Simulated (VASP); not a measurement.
## SrO: single point with PBE

SrO:

```
CELL_PARAMETERS angstrom
3.53256 0.00000 0.00000
-1.76628 3.05928 0.00000
0.00000 0.00000 3.20759
ATOMIC_POSITIONS crystal
Sr 0.00000 0.00000 0.50000
O 0.33333 0.66667 0.00000
```

The cell was built from a structure type or drawn by symmetry, and may not be a known phase.

```json
{
  "Program": "VASP 6.6.1",
  "Task": "single point",
  "Functional": "PBE",
  "Potentials or basis": "VASP PAW PBE potentials, release 64 (Sr_sv, O)",
  "Cutoff": "600 eV",
  "k mesh": "6 × 6 × 6",
  "Occupations": "gaussian, width 0.1 eV",
  "Spin": "no spin polarisation"
}
```

```
Pressure               : 0.5 GPa
Band gap on the k mesh : 2.80 eV
```

Levels at points of the mesh, in eV from the valence-band top:
```csv
k point,band 6,band 7,band 8,band 9,band 10,band 11
"(0.00, 0.00, 0.00)",-0.81,-0.81,0.00,2.80,3.95,7.61
"(0.50, 0.00, 0.00)",-2.10,-0.62,-0.40,3.48,6.65,9.03
"(0.00, 0.00, 0.50)",-2.52,-0.63,-0.63,5.98,6.43,6.43
"(0.50, 0.00, 0.50)",-1.64,-1.33,-1.27,5.09,6.18,9.28
```

It took 14 s on 1 thread of Intel(R) Xeon(R) Platinum 8375C CPU @ 2.90GHz (Ice Lake), with other jobs on the host, peak memory 0.16 GiB.
